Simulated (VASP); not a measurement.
# Pd (P6_3/mmc) in VASP: single point with PBE

Aim: the single point of Pd with PBE.

All numbers are computed with VASP 6.6.1; they aren't measurements. Logs are shortened: lines on timing, memory, paths and dates and some standing lists are left out, and cuts for length are marked.

## Step 1: The cell of the first run

It takes space group P6_3/mmc (No. 194, hexagonal). Conventional cell: a = 2.716 Å, b = 2.716 Å, c = 4.731 Å, α = 90.00°, β = 90.00°, γ = 120.00°. Pd (site symmetry -6m2) has 12 Pd at 2.72 to 2.84 Å within 3.6 Å.

## Step 2: Single point, PBE (Zr replaced by Pd, lengths x 0.877, strained)

File INCAR:

```
  PREC = Accurate
  ENCUT = 520
  EDIFF = 1E-6
  ISMEAR = 0
  SIGMA = 0.1
  LREAL = F
  LASPH = T
  NELM = 100
  ALGO = Normal
  ISIF = 2
  LWAVE = F
  LCHARG = T
  GGA = PE
  LELF = T
  LVHAR = T
  NBANDS = 17
```

File KPOINTS:

```
Automatic mesh
0
Gamma
  9 9 4
```

File POSCAR:

```
Pd
1.0
    2.7159578835      0.0000000000      0.0000000000
   -1.3579789417      2.3520885227      0.0000000000
    0.0000000000      0.0000000000      4.7312531044
Pd
2
Direct
    0.3333333333      0.6666666667      0.2500000000
    0.6666666667      0.3333333333      0.7500000000
```

Potentials or basis: VASP PAW PBE potentials, release 64 (Pd).

Launch:

```sh
$ cat potpaw_PBE.64/Pd/POTCAR > POTCAR
$ mpirun -np 1 vasp_std > vasp.out
```

OUTCAR:

```text
PREC = Accurate
   ENCUT = 520
   EDIFF = 1E-6
   ISMEAR = 0
   LREAL = F
   LASPH = T
   NELM = 100
   ISIF = 2
   GGA = PE

 ion  position               nearest neighbor table
   1  0.333  0.667  0.250-   2 2.84   2 2.84   2 2.84   2 2.84   2 2.84   2 2.84
   2  0.667  0.333  0.750-   1 2.84   1 2.84   1 2.84   1 2.84   1 2.84   1 2.84

  LATTYP: Found a hexagonal cell.
 ALAT       =     2.7159578835
 C/A-ratio  =     1.7420200560

  Lattice vectors:

 A1 = (   2.7159578835,   0.0000000000,   0.0000000000)
 A2 = (  -1.3579789417,   2.3520885227,   0.0000000000)
 A3 = (   0.0000000000,   0.0000000000,   4.7312531044)

Analysis of symmetry for initial positions (statically):
=====================================================================
 Subroutine PRICEL returns:
 Original cell was already a primitive cell.

 Routine SETGRP: Setting up the symmetry group for a
 hexagonal supercell.

 Subroutine GETGRP returns: Found 24 space group operations
 (whereof 12 operations were pure point group operations)
 out of a pool of 24 trial point group operations.

The static configuration has the point symmetry D_3d.
 The point group associated with its full space group is D_6h.

Analysis of symmetry for dynamics (positions and initial velocities):
=====================================================================
 Subroutine PRICEL returns:
 Original cell was already a primitive cell.

 Routine SETGRP: Setting up the symmetry group for a
 hexagonal supercell.

 Subroutine GETGRP returns: Found 24 space group operations
 (whereof 12 operations were pure point group operations)
 out of a pool of 24 trial point group operations.

The dynamic configuration has the point symmetry D_3d.
 The point group associated with its full space group is D_6h.

 Subroutine INISYM returns: Found 24 space group operations
 (whereof 12 operations are pure point group operations),
 and found     1 'primitive' translations

----------------------------------------------------------------------------------------

                                     Primitive cell

  volume of cell :      30.2241

  direct lattice vectors                    reciprocal lattice vectors
     2.715957883  0.000000000  0.000000000     0.368194222  0.212577033  0.000000000
    -1.357978942  2.352088523  0.000000000     0.000000000  0.425154066  0.000000000
     0.000000000  0.000000000  4.731253104     0.000000000  0.000000000  0.211360495

  length of vectors
     2.715957883  2.715957883  4.731253104     0.425154066  0.425154066  0.211360495

  position of ions in fractional coordinates (direct lattice)
     0.333333333  0.666666667  0.250000000
     0.666666667  0.333333333  0.750000000

  ion indices of the primitive-cell ions
   primitive index   ion index
                 1           1
                 2           2

----------------------------------------------------------------------------------------

 KPOINTS: Automatic mesh

Automatic generation of k-mesh.
 Grid dimensions read from file:
 generate k-points for:    9    9    4

 Generating k-lattice:

  Cartesian coordinates                     Fractional coordinates (reciprocal lattice)
     0.040910469  0.023619670  0.000000000     0.111111111  0.000000000  0.000000000
     0.000000000  0.047239341  0.000000000     0.000000000  0.111111111  0.000000000
     0.000000000  0.000000000  0.052840124     0.000000000  0.000000000  0.250000000

  Length of vectors
     0.047239341  0.047239341  0.052840124

  Shift w.r.t. Gamma in fractional coordinates (k-lattice)
     0.000000000  0.000000000  0.000000000

 Subroutine IBZKPT returns following result:
 ===========================================

 Found     36 irreducible k-points:

 Following reciprocal coordinates:
            Coordinates               Weight
  0.000000  0.000000  0.000000      1.000000
  0.111111 -0.000000  0.000000      6.000000
  0.222222  0.000000  0.000000      6.000000
  0.333333 -0.000000  0.000000      6.000000
  0.444444  0.000000  0.000000      6.000000
  0.111111  0.111111  0.000000      6.000000
[... 16 lines left out ...]
  0.333333  0.222222  0.250000     24.000000
  0.333333  0.333333  0.250000      4.000000
 [... further k-points ...]
   k-points           NKPTS =     36   k-points in BZ     NKDIM =     36   number of bands    NBANDS=     17
   number of dos      NEDOS =    301   number of ions     NIONS =      2
   total plane-waves  NPLWV =  14400
   dimension x,y,z NGX =    20 NGY =   20 NGZ =   36
   dimension x,y,z NGXF=    40 NGYF=   40 NGZF=   72
   ions per type =               2
   NGX,Y,Z   is equivalent  to a cutoff of  12.24, 12.24, 12.65 a.u.
   NGXF,Y,Z  is equivalent  to a cutoff of  24.48, 24.48, 25.30 a.u.
 SYSTEM =  unknown system
   PREC   = accura    normal or accurate (medium, high low for compatibility)
   ISTART =      0    job   : 0-new  1-cont  2-samecut
   ICHARG =      2    charge: 1-file 2-atom 10-const
   ISPIN  =      1    spin polarized calculation?
   LNONCOLLINEAR =      F non collinear calculations
   LSORBIT =      F    spin-orbit coupling
   LASPH  =      T    aspherical Exc in radial PAW
   ENCUT  =  520.0 eV  38.22 Ry    6.18 a.u.   5.05  5.05  8.80*2*pi/ulx,y,z
   NELM   =    100;   NELMIN=  2; NELMDL= -5     # of ELM steps
   EDIFF  = 0.1E-05   stopping-criterion for ELM
   LREAL  =      F    real-space projection
   EDIFFG = 0.1E-04   stopping-criterion for IOM
   NSW    =      0    number of steps for IOM
   IBRION =     -1    ionic relax: 0-MD 1-quasi-New 2-CG
   NFREE  =      0    steps in history (QN), initial steepest desc. (CG)
   ISIF   =      2    stress and relaxation
   ISYM   =      2    0-nonsym 1-usesym 2-fastsym
   POTIM  = 0.5000    time-step for ionic-motion
   TEBEG  =    0.0;   TEEND  =   0.0 temperature during run
   PSTRESS=    0.0 pullay stress
   NELECT =      20.0000    total number of electrons
   NUPDOWN=      -1.0000    fix difference up-down
   EMIN   =  10.00;   EMAX   =-10.00  energy-range for DOS
   EFERMI =   0.00;   METHOD = LEGACY
   ISMEAR =     0;   SIGMA  =   0.10  broadening in eV -4-tet -1-fermi 0-gaus
   EFERMI_NEDOS =   21; number of points for ismear=-14 and -15
   IALGO  =     38    algorithm
   IMIX   =      4    mixing-type and parameters
     AMIX     =   0.40;   BMIX     =  1.00
     AMIX_MAG =   1.60;   BMIX_MAG =  1.00
  volume/ion in A,a.u.               =      15.11       101.98
  Fermi-wavevector in a.u.,A,eV,Ry     =   1.426594  2.695873 27.690193  2.035172
  Thomas-Fermi vector in A             =   2.546855
   LORBIT       =      0    0 simple, 1 ext, 2 COOP (PROOUT), +10 PAW based schemes
   GGA     = PE    functional components
   LHFCALC =     F    Hartree Fock is set to
   AEXX    =    0.0000 exact exchange contribution
   IVDW    =     0    specifies the selected vdW correction
   LEPSILON=     F    determine dielectric tensor
   LRPA    =     F    only Hartree local field effects (RPA)
 non-spin polarized calculation
 Gauss-broadening in eV      SIGMA  =   0.10
  energy-cutoff  :      520.00
  volume of cell :       30.22
 maximum number of plane-waves:       826
   NGX = 11   NGY = 11   NGZ = 17

 number of electron      20.0000002 magnetization

 Free energy of the ion-electron system (eV)
  ---------------------------------------------------
  ext. energy  EPLUGINS =         0.00000000
  ---------------------------------------------------
  free energy    TOTEN  =       -10.35461254 eV

  energy without entropy =      -10.32292942  energy(sigma->0) =      -10.33877098

 E-fermi :   9.3706     XC(G=0): -13.0304

 val. band max:        9.3449279779   @ k =   0.3333   0.1111   0.5000
 cond. band min:       9.3884585399   @ k =   0.4444   0.1111   0.0000
 fundamental gap:      0.0435305620
 Fermi energy:         9.3706443261

 k-point     1 :       0.0000    0.0000    0.0000
  band No.  band energies     occupation
      1       2.4273      2.00000
      2       4.2019      2.00000
      3       6.2853      2.00000
      4       6.6951      2.00000
      5       6.6951      2.00000
      6       6.9777      2.00000
[... 9 lines left out ...]
     16      28.9632      0.00000
     17      32.2390      0.00000

 k-point     2 :       0.1111   -0.0000    0.0000
  band No.  band energies     occupation
      1       2.8327      2.00000
      2       4.4993      2.00000
      3       6.2263      2.00000
      4       6.7005      2.00000
      5       6.8760      2.00000
      6       6.9699      2.00000
[... 9 lines left out ...]
     16      28.6424      0.00000
     17      30.1112      0.00000

 k-point     3 :       0.2222    0.0000    0.0000
  band No.  band energies     occupation
      1       3.8504      2.00000
      2       4.9459      2.00000
      3       6.1583      2.00000
      4       6.2917      2.00000
      5       6.4887      2.00000
      6       7.4315      2.00000
[... 9 lines left out ...]
     16      27.7930      0.00000
     17      28.7854      0.00000

 k-point     4 :       0.3333   -0.0000    0.0000
  band No.  band energies     occupation
      1       4.5204      2.00000
      2       4.7672      2.00000
      3       5.3715      2.00000
      4       6.6539      2.00000
      5       6.9497      2.00000
      6       7.0989      2.00000
[... 9 lines left out ...]
     16      25.2334      0.00000
     17      26.5036      0.00000

 k-point     5 :       0.4444    0.0000    0.0000
  band No.  band energies     occupation
      1       4.3245      2.00000
      2       4.6906      2.00000
      3       4.8991      2.00000
      4       6.8343      2.00000
      5       6.9974      2.00000
      6       7.1483      2.00000
[... 9 lines left out ...]
     16      23.1160      0.00000
     17      23.4983      0.00000

 k-point     6 :       0.1111    0.1111    0.0000
  band No.  band energies     occupation
      1       3.5716      2.00000
      2       4.9679      2.00000
      3       5.9664      2.00000
      4       6.6324      2.00000
      5       6.6713      2.00000
      6       6.9416      2.00000
[... 9 lines left out ...]
     16      28.7020      0.00000
     17      28.8034      0.00000

 k-point     7 :       0.2222    0.1111    0.0000
  band No.  band energies     occupation
      1       4.6306      2.00000
      2       5.1312      2.00000
      3       5.7334      2.00000
      4       6.0180      2.00000
      5       6.5919      2.00000
      6       6.9156      2.00000
[... 9 lines left out ...]
     16      26.5262      0.00000
     17      28.5199      0.00000

 k-point     8 :       0.3333    0.1111    0.0000
  band No.  band energies     occupation
      1       4.7077      2.00000
      2       4.9858      2.00000
      3       5.1156      2.00000
      4       6.7330      2.00000
      5       6.8739      2.00000
      6       7.0615      2.00000
[... 9 lines left out ...]
     16      24.2918      0.00000
     17      24.7331      0.00000
[... 203 lines left out ...]
      1       4.7067      2.00000
      2       5.3008      2.00000
      3       5.5405      2.00000
      4       6.1012      2.00000
      5       6.4071      2.00000
      6       7.0514      2.00000
[... 9 lines left out ...]
     16      25.3622      0.00000
     17      27.2778      0.00000

 k-point    20 :       0.3333    0.1111    0.2500
  band No.  band energies     occupation
      1       4.5995      2.00000
      2       4.8607      2.00000
      3       5.5797      2.00000
      4       5.7849      2.00000
      5       6.8999      2.00000
      6       7.5202      2.00000
[... 9 lines left out ...]
     16      23.2770      0.00000
     17      26.0035      0.00000

 k-point    21 :       0.4444    0.1111    0.2500
  band No.  band energies     occupation
      1       4.4726      2.00000
      2       4.6730      2.00000
      3       5.5206      2.00000
      4       5.7621      2.00000
      5       6.8112      2.00000
      6       7.8038      2.00000
[... 9 lines left out ...]
     16      24.1186      0.00000
     17      24.1833      0.00000

 k-point    22 :       0.2222    0.2222    0.2500
  band No.  band energies     occupation
      1       5.1305      2.00000
      2       5.3100      2.00000
      3       5.5712      2.00000
      4       5.9724      2.00000
      5       6.6755      2.00000
      6       6.8698      2.00000
[... 9 lines left out ...]
     16      24.2402      0.00000
     17      24.2407      0.00000

 k-point    23 :       0.3333    0.2222    0.2500
  band No.  band energies     occupation
      1       4.9619      2.00000
      2       5.3996      2.00000
      3       5.6843      2.00000
      4       6.0185      2.00000
      5       6.3829      2.00000
      6       7.2003      2.00000
[... 9 lines left out ...]
     16      23.1164      0.00000
     17      24.0564      0.00000

 k-point    24 :       0.3333    0.3333    0.2500
  band No.  band energies     occupation
      1       5.3582      2.00000
      2       5.6535      2.00000
      3       5.6535      2.00000
      4       6.0891      2.00000
      5       6.5968      2.00000
      6       6.5968      2.00000
[... 9 lines left out ...]
     16      20.2308      0.00000
     17      26.1633      0.00000

 [... further k-points ...]
[... 5 lines left out ...]
  --------------------------------------------------------------------------------------
  -------------------------------------------------------------------------------------
  Total        1.0384174      1.0384174     -0.1403663      0.0000000      0.0000000      0.0000000
  in kB       55.0464961     55.0464961     -7.4408167      0.0000000      0.0000000      0.0000000
  external PRESSURE =      34.2173918 kB  Pullay stress =       0.0000000 kB

 VOLUME and BASIS-vectors are now :
 -----------------------------------------------------------------------------
  energy-cutoff  :      520.00
  volume of cell :       30.22
      direct lattice vectors                 reciprocal lattice vectors
     2.715957883  0.000000000  0.000000000     0.368194222  0.212577033  0.000000000
    -1.357978942  2.352088523  0.000000000     0.000000000  0.425154066  0.000000000
     0.000000000  0.000000000  4.731253104     0.000000000  0.000000000  0.211360495

 POSITION                                       TOTAL-FORCE (eV/Angst)
 -----------------------------------------------------------------------------------
     -0.00000      1.56806      1.18281        -0.000000      0.000000      0.000000
      1.35798      0.78403      3.54844         0.000000     -0.000000      0.000000
 -----------------------------------------------------------------------------------
    total drift:                               -0.000000      0.000000     -0.000000

  FREE ENERGIE OF THE ION-ELECTRON SYSTEM (eV)
  ---------------------------------------------------
  free  energy   TOTEN  =       -10.3546125394 eV

  energy  without entropy=      -10.3229294191  energy(sigma->0) =      -10.33877098
```

It took 8.5 s on 1 thread of Intel Xeon Platinum 8488C (Sapphire Rapids), shared host; peak memory 0.14 GiB.

Results:

```
Free energy            : -10.3546 eV
Pressure               : 3.4 GPa
Band gap on the k mesh : zero (band 10 reaches 9.56 eV, above the bottom of band 11 at 8.73 eV)
```

Stress tensor (GPa, compression positive):
```
 5.50  0.00  0.00
 0.00  5.50  0.00
 0.00  0.00 -0.74
```

Levels at points of the mesh, in eV from the Fermi level:
```csv
k point,band 7,band 8,band 9,band 10,band 11,band 12,band 13,band 14
"(0.00, 0.00, 0.00)",-2.39,-1.38,-1.38,-0.21,-0.21,0.56,6.22,17.45
"(0.00, 0.00, 0.50)",-2.67,-2.67,-0.64,-0.64,-0.64,-0.64,12.97,12.97
```

Caveat: the cell differs from its parent crystal (Zr replaced by Pd, lengths x 0.877, strained).
